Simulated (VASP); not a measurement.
## NaCl: single point with r2SCAN

The system is NaCl.

```
CELL_PARAMETERS angstrom
2.86000 0.00000 0.00000
0.00000 2.86000 0.00000
0.00000 0.00000 2.86000
ATOMIC_POSITIONS crystal
Na 0.00000 0.00000 0.00000
Cl 0.50000 0.50000 0.50000
```

```yaml
Program: VASP 6.6.1
Task: single point
Functional: r2SCAN
Potentials_or_basis: VASP PAW PBE potentials, release 64 (Na_pv, Cl)
Cutoff: 550 eV
k_mesh: 8 × 8 × 8
Occupations: fermi-dirac, width 0.02 eV
Spin: no spin polarisation
Dipole_correction: no
Further_INCAR_settings: ALGO = Normal; EDIFF = 1e-06; NBANDS = 14
```

- Pressure: 63.4 GPa
- Band gap on the k mesh: 5.07 eV

Levels at points of the mesh, in eV from the valence-band top:
| k point | band 4 | band 5 | band 6 | band 7 | band 8 | band 9 | band 10 | band 11 |
| --- | --- | --- | --- | --- | --- | --- | --- | --- |
| (0.00, 0.00, 0.00) | -17.64 | -1.29 | -1.29 | -1.29 | 7.21 | 7.21 | 8.55 | 18.57 |
| (0.50, 0.00, 0.00) | -15.98 | -6.98 | -0.82 | -0.82 | 9.93 | 10.25 | 13.55 | 13.55 |
| (0.50, 0.50, 0.00) | -15.21 | -5.47 | -5.47 | 0.00 | 5.07 | 11.51 | 13.40 | 13.40 |
| (0.50, 0.50, 0.50) | -13.95 | -4.93 | -4.93 | -4.93 | 7.01 | 7.01 | 7.01 | 18.56 |

Run time: 84 s on 1 thread of AMD EPYC 7R43 64-Core Processor (Zen 3), on a shared host, peak memory 0.1 GiB.

Caveat: the cell stands under pressure; the PAW data sets were made with another functional, which shifts forces and pressure a little. r2SCAN opens gaps a little over a GGA but as a rule still falls short of measured ones.
